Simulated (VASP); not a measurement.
Wanted: the native input for a VASP 6.6.1 run.

```
Task                   : single point
Functional             : PBE
Potentials or basis    : VASP PAW PBE potentials, release 64 (Zn, Cu)
Cutoff                 : 520 eV
k mesh                 : 18 × 18 × 18
Occupations            : gaussian, width 0.15 eV
Spin                   : no spin polarisation
Dipole correction      : no
Further INCAR settings : ALGO = Fast; EDIFF = 1e-06; NBANDS = 18
```

The structure of ZnCu lies in POSCAR:

```
ZnCu
1.0
    2.9853474795      0.0000000000      0.0000000000
    0.0000000000      2.9853474795      0.0000000000
    0.0000000000      0.0000000000      2.8659335803
Zn Cu
1 1
Direct
    0.5000000000      0.5000000000      0.5000000000
    0.0000000000      0.0000000000      0.0000000000
```

This cell differs from its parent crystal: ratio of the length along z to the lengths across it x 0.96, volume and fractional coordinates fixed.

The input as run:

INCAR

```
ALGO = Fast ; EDIFF = 1E-6
ENCUT = 520 ; GGA = PE
ISIF = 2 ; ISMEAR = 0
LASPH = T ; LCHARG = F
LREAL = F ; LWAVE = F
NBANDS = 18 ; NELM = 100
PREC = Accurate ; SIGMA = 0.15
```

KPOINTS

```
k-points
0
Gamma
  18 18 18
```

Potentials or basis: VASP PAW PBE potentials, release 64 (Zn, Cu).

Launch:

```console
$ cat potpaw_PBE.64/Zn/POTCAR potpaw_PBE.64/Cu/POTCAR > POTCAR
$ mpirun -np 1 vasp_std > vasp.out
```

Results of the run:

| Quantity | Value |
| --- | --- |
| Pressure | 3.4 GPa |
| Band gap on the k mesh | zero (an odd number of electrons rules out a gap without spin polarisation) |

Caveat: the cell stands under pressure.

Run time: 2.1 min on 1 thread of AMD EPYC 9R45 96-Core Processor (Zen 5), with other jobs on the host, peak memory 0.33 GiB.
